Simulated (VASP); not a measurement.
# Mo (Fm-3m) in VASP: notebook

Mo is run at these levels: PBE; tasks: single point.

All numbers are computed with VASP 6.6.1; they aren't measurements. Logs are shortened: lines on timing, memory, paths and dates and some standing lists are left out, and cuts for length are marked.

**1. The cell of the first run**

It takes space group Fm-3m (No. 225, cubic). Conventional cell: a = 3.862 Å, b = 3.862 Å, c = 3.862 Å, α = 90.00°, β = 90.00°, γ = 90.00°. Mo (site symmetry m-3m) has 12 Mo at 2.73 Å within 3.6 Å.

**2. Single point, PBE**

Contents of INCAR:

```
SYSTEM = Mo
  PREC = Accurate
  ENCUT = 520
  EDIFF = 1E-6
  ISMEAR = 0
  SIGMA = 0.05
  LREAL = .False.
  LASPH = .True.
  NELM = 100
  ALGO = Normal
  ISIF = 2
  LWAVE = .False.
  LCHARG = .False.
  GGA = PE
  NBANDS = 13
```

Contents of KPOINTS:

```
Automatic mesh
0
Gamma
  10 10 10
  0 0 0
```

Contents of POSCAR:

```
Mo
1.0
    0.0000000000      1.9309422024      1.9309422024
    1.9309422024      0.0000000000      1.9309422024
    1.9309422024      1.9309422024      0.0000000000
Mo
1
Direct
    0.0000000000      0.0000000000      0.0000000000
```

Potentials or basis: VASP PAW PBE potentials, release 64 (Mo_sv).

Run with:

```
cat potpaw_PBE.64/Mo_sv/POTCAR > POTCAR
mpirun -np 1 vasp_std > vasp.out
```

OUTCAR:

```text
SYSTEM = Mo
   PREC = Accurate
   ENCUT = 520
   EDIFF = 1E-6
   ISMEAR = 0
   LREAL = .False.
   LASPH = .True.
   NELM = 100
   ISIF = 2
   GGA = PE

 ion  position               nearest neighbor table
   1  0.000  0.000  0.000-

  LATTYP: Found a face centered cubic cell.
 ALAT       =     3.8618844048

  Lattice vectors:

 A1 = (   0.0000000000,   1.9309422024,   1.9309422024)
 A2 = (   1.9309422024,   0.0000000000,   1.9309422024)
 A3 = (   1.9309422024,   1.9309422024,   0.0000000000)

Analysis of symmetry for initial positions (statically):
=====================================================================
 Subroutine PRICEL returns:
 Original cell was already a primitive cell.

 Routine SETGRP: Setting up the symmetry group for a
 face centered cubic supercell.

 Subroutine GETGRP returns: Found 48 space group operations
 (whereof 48 operations were pure point group operations)
 out of a pool of 48 trial point group operations.

The static configuration has the point symmetry O_h .

Analysis of symmetry for dynamics (positions and initial velocities):
=====================================================================
 Subroutine PRICEL returns:
 Original cell was already a primitive cell.

 Routine SETGRP: Setting up the symmetry group for a
 face centered cubic supercell.

 Subroutine GETGRP returns: Found 48 space group operations
 (whereof 48 operations were pure point group operations)
 out of a pool of 48 trial point group operations.

The dynamic configuration has the point symmetry O_h .

 Subroutine INISYM returns: Found 48 space group operations
 (whereof 48 operations are pure point group operations),
 and found     1 'primitive' translations

----------------------------------------------------------------------------------------

                                     Primitive cell

  volume of cell :      14.3992

  direct lattice vectors                    reciprocal lattice vectors
     0.000000000  1.930942202  1.930942202    -0.258940946  0.258940946  0.258940946
     1.930942202  0.000000000  1.930942202     0.258940946 -0.258940946  0.258940946
     1.930942202  1.930942202  0.000000000     0.258940946  0.258940946 -0.258940946

  length of vectors
     2.730764651  2.730764651  2.730764651     0.448498874  0.448498874  0.448498874

  position of ions in fractional coordinates (direct lattice)
     0.000000000  0.000000000  0.000000000

  ion indices of the primitive-cell ions
   primitive index   ion index
                 1           1

----------------------------------------------------------------------------------------

 KPOINTS: Automatic mesh

Automatic generation of k-mesh.
 Grid dimensions read from file:
 generate k-points for:   10   10   10

 Generating k-lattice:

  Cartesian coordinates                     Fractional coordinates (reciprocal lattice)
    -0.025894095  0.025894095  0.025894095     0.100000000  0.000000000  0.000000000
     0.025894095 -0.025894095  0.025894095     0.000000000  0.100000000  0.000000000
     0.025894095  0.025894095 -0.025894095     0.000000000  0.000000000  0.100000000

  Length of vectors
     0.044849887  0.044849887  0.044849887

  Shift w.r.t. Gamma in fractional coordinates (k-lattice)
     0.000000000  0.000000000  0.000000000

 Subroutine IBZKPT returns following result:
 ===========================================

 Found     47 irreducible k-points:

 Following reciprocal coordinates:
            Coordinates               Weight
  0.000000  0.000000  0.000000      1.000000
  0.100000  0.000000  0.000000      8.000000
  0.200000  0.000000  0.000000      8.000000
  0.300000  0.000000  0.000000      8.000000
  0.400000  0.000000  0.000000      8.000000
  0.500000  0.000000  0.000000      4.000000
[... 16 lines left out ...]
  0.300000  0.300000  0.000000      6.000000
  0.400000  0.300000  0.000000     24.000000
 [... further k-points ...]
   k-points           NKPTS =     47   k-points in BZ     NKDIM =     47   number of bands    NBANDS=     13
   number of dos      NEDOS =    301   number of ions     NIONS =      1
   total plane-waves  NPLWV =   8000
   dimension x,y,z NGX =    20 NGY =   20 NGZ =   20
   dimension x,y,z NGXF=    40 NGYF=   40 NGZF=   40
   ions per type =               1
   NGX,Y,Z   is equivalent  to a cutoff of  12.18, 12.18, 12.18 a.u.
   NGXF,Y,Z  is equivalent  to a cutoff of  24.35, 24.35, 24.35 a.u.
 SYSTEM =  Mo
   PREC   = accura    normal or accurate (medium, high low for compatibility)
   ISTART =      0    job   : 0-new  1-cont  2-samecut
   ICHARG =      2    charge: 1-file 2-atom 10-const
   ISPIN  =      1    spin polarized calculation?
   LNONCOLLINEAR =      F non collinear calculations
   LSORBIT =      F    spin-orbit coupling
   LASPH  =      T    aspherical Exc in radial PAW
   ENCUT  =  520.0 eV  38.22 Ry    6.18 a.u.   5.08  5.08  5.08*2*pi/ulx,y,z
   NELM   =    100;   NELMIN=  2; NELMDL= -5     # of ELM steps
   EDIFF  = 0.1E-05   stopping-criterion for ELM
   LREAL  =      F    real-space projection
   EDIFFG = 0.1E-04   stopping-criterion for IOM
   NSW    =      0    number of steps for IOM
   IBRION =     -1    ionic relax: 0-MD 1-quasi-New 2-CG
   NFREE  =      0    steps in history (QN), initial steepest desc. (CG)
   ISIF   =      2    stress and relaxation
   ISYM   =      2    0-nonsym 1-usesym 2-fastsym
   POTIM  = 0.5000    time-step for ionic-motion
   TEBEG  =    0.0;   TEEND  =   0.0 temperature during run
   PSTRESS=    0.0 pullay stress
   NELECT =      14.0000    total number of electrons
   NUPDOWN=      -1.0000    fix difference up-down
   EMIN   =  10.00;   EMAX   =-10.00  energy-range for DOS
   EFERMI =   0.00;   METHOD = LEGACY
   ISMEAR =     0;   SIGMA  =   0.05  broadening in eV -4-tet -1-fermi 0-gaus
   EFERMI_NEDOS =   21; number of points for ismear=-14 and -15
   IALGO  =     38    algorithm
   IMIX   =      4    mixing-type and parameters
     AMIX     =   0.40;   BMIX     =  1.00
     AMIX_MAG =   1.60;   BMIX_MAG =  1.00
  volume/ion in A,a.u.               =      14.40        97.17
  Fermi-wavevector in a.u.,A,eV,Ry     =   1.621828  3.064811 35.787777  2.630327
  Thomas-Fermi vector in A             =   2.715541
   LORBIT       =      0    0 simple, 1 ext, 2 COOP (PROOUT), +10 PAW based schemes
   GGA     = PE    functional components
   LHFCALC =     F    Hartree Fock is set to
   AEXX    =    0.0000 exact exchange contribution
   IVDW    =     0    specifies the selected vdW correction
   LEPSILON=     F    determine dielectric tensor
   LRPA    =     F    only Hartree local field effects (RPA)
 non-spin polarized calculation
 Gauss-broadening in eV      SIGMA  =   0.05
  energy-cutoff  :      520.00
  volume of cell :       14.40
 maximum number of plane-waves:       396
   NGX = 11   NGY = 11   NGZ = 11

 number of electron      14.0000002 magnetization

 Free energy of the ion-electron system (eV)
  ---------------------------------------------------
  ext. energy  EPLUGINS =         0.00000000
  ---------------------------------------------------
  free energy    TOTEN  =       -10.36940156 eV

  energy without entropy =      -10.36905524  energy(sigma->0) =      -10.36922840

 E-fermi :  13.5948     XC(G=0): -13.8378

 val. band max:       13.4770027675   @ k =  -0.4000   0.2000   0.1000
 cond. band min:      13.6618590868   @ k =  -0.4000   0.4000   0.1000
 fundamental gap:      0.1848563192
 Fermi energy:        13.5947534634

 k-point     1 :       0.0000    0.0000    0.0000
  band No.  band energies     occupation
      1     -47.1777      2.00000
      2     -20.2508      2.00000
      3     -20.2508      2.00000
      4     -20.2508      2.00000
      5       6.4880      2.00000
      6      12.6205      2.00000
      7      12.6205      2.00000
      8      12.6205      2.00000
      9      15.7448      0.00000
     10      15.7448      0.00000
     11      26.6301      0.00000
     12      32.4259      0.00000
     13      32.4259      0.00000

 k-point     2 :       0.1000    0.0000    0.0000
  band No.  band energies     occupation
      1     -47.1455      2.00000
      2     -20.4380      2.00000
      3     -20.2736      2.00000
      4     -20.2736      2.00000
      5       6.9372      2.00000
      6      12.3212      2.00000
      7      12.8194      2.00000
      8      12.8194      2.00000
      9      15.5803      0.00000
     10      15.5803      0.00000
     11      27.5007      0.00000
     12      30.9112      0.00000
     13      33.2593      0.00000

 k-point     3 :       0.2000    0.0000    0.0000
  band No.  band energies     occupation
      1     -47.0604      2.00000
      2     -20.9134      2.00000
      3     -20.3328      2.00000
      4     -20.3328      2.00000
      5       7.9859      2.00000
      6      11.9236      2.00000
      7      13.1082      2.00000
      8      13.1082      2.00000
      9      15.5356      0.00000
     10      15.5356      0.00000
     11      28.1679      0.00000
     12      30.1824      0.00000
     13      35.5331      0.00000
[... 305 lines left out ...]
 k-point    23 :       0.3000    0.3000    0.0000
  band No.  band energies     occupation
      1     -46.8796      2.00000
      2     -21.4072      2.00000
      3     -20.6789      2.00000
      4     -20.6789      2.00000
      5       8.9428      2.00000
      6       9.6254      2.00000
      7      14.2754      0.00000
      8      15.7833      0.00000
      9      15.7833      0.00000
     10      17.1902      0.00000
     11      31.7427      0.00000
     12      31.7586      0.00000
     13      31.7586      0.00000

 k-point    24 :       0.4000    0.3000    0.0000
  band No.  band energies     occupation
      1     -46.8100      2.00000
      2     -21.6400      2.00000
      3     -20.8111      2.00000
      4     -20.7494      2.00000
      5       8.8078      2.00000
      6       9.4037      2.00000
      7      14.3152      0.00000
      8      16.0149      0.00000
      9      17.9892      0.00000
     10      18.0132      0.00000
     11      29.0389      0.00000
     12      30.4976      0.00000
     13      31.5354      0.00000

 [... further k-points ...]
[... 5 lines left out ...]
  --------------------------------------------------------------------------------------
  -------------------------------------------------------------------------------------
  Total        2.8709374      2.8709374      2.8709374      0.0000000      0.0000000      0.0000000
  in kB      319.4452889    319.4452889    319.4452889      0.0000000      0.0000000      0.0000000
  external PRESSURE =     319.4452889 kB  Pullay stress =       0.0000000 kB

 VOLUME and BASIS-vectors are now :
 -----------------------------------------------------------------------------
  energy-cutoff  :      520.00
  volume of cell :       14.40
      direct lattice vectors                 reciprocal lattice vectors
     0.000000000  1.930942202  1.930942202    -0.258940946  0.258940946  0.258940946
     1.930942202  0.000000000  1.930942202     0.258940946 -0.258940946  0.258940946
     1.930942202  1.930942202  0.000000000     0.258940946  0.258940946 -0.258940946

 POSITION                                       TOTAL-FORCE (eV/Angst)
 -----------------------------------------------------------------------------------
      0.00000      0.00000      0.00000         0.000000      0.000000      0.000000
 -----------------------------------------------------------------------------------
    total drift:                                0.000000      0.000000      0.000000

  FREE ENERGIE OF THE ION-ELECTRON SYSTEM (eV)
  ---------------------------------------------------
  free  energy   TOTEN  =       -10.3694015641 eV

  energy  without entropy=      -10.3690552414  energy(sigma->0) =      -10.36922840
```

It took 3.3 s on 1 thread of Intel Xeon 6975P-C (Granite Rapids), shared host; peak memory 0.13 GiB.

Results:

```
Free energy            : -10.3694 eV
Pressure               : 31.9 GPa
Band gap on the k mesh : zero (band 7 reaches 18.12 eV, above the bottom of band 8 at 12.62 eV)
```

Levels at points of the mesh, in eV from the Fermi level:
```csv
k point,band 3,band 4,band 5,band 6,band 7,band 8,band 9,band 10,band 11,band 12
"(0.00, 0.00, 0.00)",-33.85,-33.85,-7.11,-0.97,-0.97,-0.97,2.15,2.15,13.04,18.83
"(0.50, 0.00, 0.00)",-34.08,-34.08,-5.23,-1.20,-1.20,1.90,4.56,4.56,12.70,12.79
"(0.50, 0.50, 0.00)",-34.49,-34.49,-5.80,-5.06,4.53,4.66,5.26,5.26,13.30,13.30
```

**3. Single point, PBE**

This run uses another cell than the first one, of 15.05 Å³/atom, 1.045 times its volume.

Contents of INCAR:

```
SYSTEM = Mo
  PREC = Accurate
  ENCUT = 520
  EDIFF = 1E-6
  ISMEAR = 0
  SIGMA = 0.05
  LREAL = .FALSE.
  LASPH = .TRUE.
  NELM = 80
  ALGO = Normal
  ISIF = 2
  LWAVE = .FALSE.
  LCHARG = .FALSE.
  GGA = PE
  NBANDS = 13
```

Contents of KPOINTS:

```
Automatic mesh
0
G
  10 10 10
  0 0 0
```

Contents of POSCAR:

```
Mo
1.0
    0.0000000000      1.9597664848      1.9597664848
    1.9597664848      0.0000000000      1.9597664848
    1.9597664848      1.9597664848      0.0000000000
Mo
1
Direct
    0.0000000000      0.0000000000      0.0000000000
```

Potentials or basis: VASP PAW PBE potentials, release 64 (Mo_sv).

Run with:

```
cat potpaw_PBE.64/Mo_sv/POTCAR > POTCAR
mpirun -np 1 vasp_std > vasp.out
```

Run time: 3.7 s. Hardware: 1 thread of Intel Xeon 6975P-C (Granite Rapids), shared host; peak memory 0.14 GiB.

The run converged. Its results:

```
Free energy            : -10.4679 eV
Pressure               : 16.7 GPa
Band gap on the k mesh : zero (band 7 reaches 17.13 eV, above the bottom of band 8 at 11.97 eV)
```

Levels at points of the mesh, in eV from the Fermi level:
| k point | band 4 | band 5 | band 6 | band 7 | band 8 | band 9 | band 10 | band 11 |
| --- | --- | --- | --- | --- | --- | --- | --- | --- |
| (0.00, 0.00, 0.00) | -33.92 | -6.96 | -0.85 | -0.85 | -0.85 | 2.08 | 2.08 | 13.07 |
| (0.50, 0.00, 0.00) | -34.13 | -4.96 | -1.06 | -1.06 | 1.74 | 4.34 | 4.34 | 12.02 |
| (0.50, 0.50, 0.00) | -34.49 | -5.43 | -4.72 | 4.30 | 4.38 | 4.99 | 4.99 | 12.95 |

**4. Single point, PBE**

This run uses another cell than the first one, of 15.71 Å³/atom, 1.091 times its volume.

Contents of INCAR:

```
SYSTEM = Mo
PREC = Accurate
ENCUT = 520
EDIFF = 1E-7
ISMEAR = 0
SIGMA = 0.05
LREAL = .False.
LASPH = .True.
NELM = 80
ALGO = Normal
ISIF = 2
LWAVE = .False.
LCHARG = .False.
GGA = PE
NBANDS = 13
```

Contents of KPOINTS:

```
regular mesh
0
Gamma
  10 10 10
  0 0 0
```

Contents of POSCAR:

```
Mo
1.0
    0.0000000000      1.9877669319      1.9877669319
    1.9877669319      0.0000000000      1.9877669319
    1.9877669319      1.9877669319      0.0000000000
Mo
1
Direct
    0.0000000000      0.0000000000      0.0000000000
```

Potentials or basis: VASP PAW PBE potentials, release 64 (Mo_sv).

Run with:

```
cat potpaw_PBE.64/Mo_sv/POTCAR > POTCAR
mpirun -np 1 vasp_std > vasp.out
```

OUTCAR:

```text
SYSTEM = Mo
   PREC = Accurate
   ENCUT = 520
   EDIFF = 1E-7
   ISMEAR = 0
   LREAL = .False.
   LASPH = .True.
   NELM = 80
   ISIF = 2
   GGA = PE

 ion  position               nearest neighbor table
   1  0.000  0.000  0.000-

  LATTYP: Found a face centered cubic cell.
 ALAT       =     3.9755338638

  Lattice vectors:

 A1 = (   0.0000000000,   1.9877669319,   1.9877669319)
 A2 = (   1.9877669319,   0.0000000000,   1.9877669319)
 A3 = (   1.9877669319,   1.9877669319,   0.0000000000)

Analysis of symmetry for initial positions (statically):
=====================================================================
 Subroutine PRICEL returns:
 Original cell was already a primitive cell.

 Routine SETGRP: Setting up the symmetry group for a
 face centered cubic supercell.

 Subroutine GETGRP returns: Found 48 space group operations
 (whereof 48 operations were pure point group operations)
 out of a pool of 48 trial point group operations.

The static configuration has the point symmetry O_h .

Analysis of symmetry for dynamics (positions and initial velocities):
=====================================================================
[... 161 lines left out ...]
 fundamental gap:      0.0613182077
 Fermi energy:        12.1364492678

 k-point     1 :       0.0000    0.0000    0.0000
  band No.  band energies     occupation
      1     -48.5838      2.00000
      2     -21.8859      2.00000
      3     -21.8859      2.00000
      4     -21.8859      2.00000
      5       5.3020      2.00000
      6      11.3647      2.00000
      7      11.3647      2.00000
      8      11.3647      2.00000
      9      14.1227      0.00000
     10      14.1227      0.00000
     11      25.2031      0.00000
     12      30.5554      0.00000
     13      30.5554      0.00000
[... 354 lines left out ...]
  band No.  band energies     occupation
      1     -48.3243      2.00000
      2     -22.9442      2.00000
      3     -22.3135      2.00000
      4     -22.2676      2.00000
      5       7.8505      2.00000
      6       8.4798      2.00000
      7      12.7017      0.00000
      8      14.3744      0.00000
      9      16.0714      0.00000
     10      16.1135      0.00000
     11      26.5833      0.00000
     12      28.0106      0.00000
     13      29.0045      0.00000

 [... further k-points ...]
[... 5 lines left out ...]
  --------------------------------------------------------------------------------------
  -------------------------------------------------------------------------------------
  Total        0.4569391      0.4569391      0.4569391      0.0000000      0.0000000     -0.0000000
  in kB       46.6060724     46.6060724     46.6060724      0.0000000      0.0000000     -0.0000000
  external PRESSURE =      46.6060724 kB  Pullay stress =       0.0000000 kB

 VOLUME and BASIS-vectors are now :
 -----------------------------------------------------------------------------
  energy-cutoff  :      520.00
  volume of cell :       15.71
      direct lattice vectors                 reciprocal lattice vectors
     0.000000000  1.987766932  1.987766932    -0.251538544  0.251538544  0.251538544
     1.987766932  0.000000000  1.987766932     0.251538544 -0.251538544  0.251538544
     1.987766932  1.987766932  0.000000000     0.251538544  0.251538544 -0.251538544

 POSITION                                       TOTAL-FORCE (eV/Angst)
 -----------------------------------------------------------------------------------
      0.00000      0.00000      0.00000         0.000000      0.000000      0.000000
 -----------------------------------------------------------------------------------
    total drift:                               -0.000000      0.000000      0.000000

  FREE ENERGIE OF THE ION-ELECTRON SYSTEM (eV)
  ---------------------------------------------------
  free  energy   TOTEN  =       -10.5109219653 eV

  energy  without entropy=      -10.5088705435  energy(sigma->0) =      -10.50989625
```

OSZICAR:

```text
N       E                     dE             d eps       ncg     rms          rms(c)
DAV:   1     0.928582996389E+02    0.92858E+02   -0.80343E+03  1222   0.111E+03
DAV:   2    -0.990295157801E+01   -0.10276E+03   -0.99235E+02  1382   0.308E+02
DAV:   3    -0.110850668931E+02   -0.11821E+01   -0.11769E+01  1387   0.331E+01
DAV:   4    -0.110876977577E+02   -0.26309E-02   -0.26308E-02  1332   0.191E+00
DAV:   5    -0.110877144433E+02   -0.16686E-04   -0.16686E-04  1417   0.136E-01    0.140E+01
DAV:   6    -0.105799467498E+02    0.50777E+00   -0.66014E-01  1262   0.980E+00    0.396E+00
DAV:   7    -0.105141972350E+02    0.65750E-01   -0.12228E-01  1372   0.400E+00    0.734E-01
DAV:   8    -0.105108611165E+02    0.33361E-02   -0.33710E-03  1232   0.732E-01    0.144E-01
DAV:   9    -0.105109093765E+02   -0.48260E-04   -0.73683E-05  1455   0.104E-01    0.715E-02
DAV:  10    -0.105109217167E+02   -0.12340E-04   -0.10637E-05  1247   0.378E-02    0.120E-02
DAV:  11    -0.105109221115E+02   -0.39477E-06   -0.10198E-07  1145   0.341E-03    0.278E-03
DAV:  12    -0.105109219627E+02    0.14876E-06   -0.79362E-09   631   0.102E-03    0.166E-04
DAV:  13    -0.105109219653E+02   -0.25402E-08   -0.42649E-10   641   0.252E-04
   1 F= -.10510922E+02 E0= -.10509896E+02  d E =-.205142E-02
```

Wall time 4.1 s (1 thread of Intel Xeon 6975P-C (Granite Rapids), shared host); peak memory 0.13 GiB.

What came out:

| Property | Result |
| --- | --- |
| Free energy | -10.5109 eV |
| Pressure | 4.7 GPa |
| Band gap on the k mesh | zero (band 7 reaches 16.21 eV, above the bottom of band 8 at 11.36 eV) |

Levels at points of the mesh, in eV from the Fermi level:
```csv
k point,band 5,band 6,band 7,band 8,band 9,band 10
"(0.00, 0.00, 0.00)",-6.83,-0.77,-0.77,-0.77,1.99,1.99
"(0.50, 0.00, 0.00)",-4.74,-0.96,-0.96,1.58,4.11,4.11
"(0.50, 0.50, 0.00)",-5.12,-4.43,4.07,4.11,4.72,4.72
```

(Part 1 of 2 ends here.)
